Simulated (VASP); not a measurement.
## LiSi8O16 (a cell with a defect): single point with PBE

LiSi8O16 (a cell with a defect):

```
Si O Li
1.0
    -4.13370   -4.13370    0.00000
     4.13370   -4.13370    0.00000
     0.00000    0.00000    5.30340
Si O Li
8 16 1
Direct
  0.49998 0.49817 0.00688
  0.00238 0.49999 0.25282
  0.51256 0.51145 0.50084
  0.98910 0.51257 0.75886
  0.00055 0.00239 0.00688
  0.49815 0.00056 0.25282
  0.98797 0.98911 0.50084
  0.51143 0.98799 0.75886
  0.19519 0.49686 0.00003
  0.00370 0.19520 0.25967
  0.80283 0.49869 0.00863
  0.00185 0.80284 0.25107
  0.19630 0.51141 0.50714
  0.98914 0.19631 0.75256
  0.80714 0.50532 0.50212
  0.99522 0.80715 0.75758
  0.69770 0.00187 0.00863
  0.49868 0.69772 0.25107
  0.30534 0.00370 0.00003
  0.49684 0.30536 0.25967
  0.69339 0.99524 0.50212
  0.50531 0.69341 0.75758
  0.30424 0.98915 0.50714
  0.51139 0.30425 0.75256
  0.25027 0.25028 0.62984
```

* Program: VASP 6.6.1
* Task: single point
* Functional: PBE
* Potentials or basis: VASP PAW PBE potentials, release 64 (Si, O, Li_sv)
* Cutoff: 520 eV
* k mesh: 2 × 2 × 2
* Occupations: gaussian, width 0.02 eV
* Spin: no spin polarisation

```
Largest force : 0.085 eV/Å
```

Forces on the atoms (eV/Å):
```
Si  -0.011  0.011 -0.002
Si  -0.010 -0.010  0.003
Si   0.004 -0.034 -0.025
Si   0.034  0.006  0.023
Si   0.011 -0.011 -0.002
Si   0.010  0.010  0.003
Si  -0.004  0.034 -0.025
Si  -0.034 -0.006  0.023
O   -0.012  0.008 -0.026
O   -0.004 -0.015  0.027
O    0.023  0.003  0.043
O   -0.005  0.022 -0.041
O    0.041 -0.074 -0.004
O    0.074  0.042  0.003
O    0.004 -0.026  0.001
O    0.026  0.006 -0.001
O   -0.023 -0.003  0.043
O    0.005 -0.022 -0.041
O    0.012 -0.008 -0.026
O    0.004  0.015  0.027
O   -0.004  0.026  0.001
O   -0.026 -0.006 -0.001
O   -0.041  0.074 -0.004
O   -0.074 -0.042  0.003
Li   0.000  0.000  0.000
```

Levels at points of the mesh, in eV from the Fermi level:
```
           k point  band 61  band 62  band 63  band 64  band 65  band 66  band 67  band 68  band 69  band 70
(0.00, 0.00, 0.00)    -1.71    -1.71    -0.96    -0.96    -0.10     6.00     6.65     7.37     7.37     7.66
(0.50, 0.00, 0.00)    -1.92    -1.60    -1.49    -0.98    -0.88     6.98     7.02     7.70     7.83     8.24
(0.00, 0.50, 0.00)    -1.92    -1.60    -1.49    -0.98    -0.88     6.98     7.02     7.70     7.83     8.24
(0.50, 0.50, 0.00)    -1.74    -1.26    -1.15    -1.15    -1.02     7.79     7.92     7.92     8.05     8.79
(0.00, 0.00, 0.50)    -1.66    -1.51    -1.51    -1.08    -0.77     7.69     7.90     8.27     8.27     8.51
(0.50, 0.00, 0.50)    -1.65    -1.22    -1.12    -0.95    -0.88     7.98     8.16     8.23     8.37     9.12
(0.00, 0.50, 0.50)    -1.65    -1.22    -1.12    -0.95    -0.88     7.98     8.16     8.23     8.37     9.12
(0.50, 0.50, 0.50)    -1.55    -1.44    -1.44    -1.43    -1.39     8.87     9.12     9.12     9.24     9.55
```

Run time: 4.4 min on 1 thread of Intel(R) Xeon(R) Platinum 8124M CPU @ 3.00GHz (Skylake/Cascade Lake) (shared host), peak memory 0.32 GiB.

Caveat: the k points lie up to 0.59 Å⁻¹ apart; the cell carries a net charge on a neutralising background, which shifts energy and pressure; the cell is charged against a uniform background, so pressure and absolute levels hang on convention.
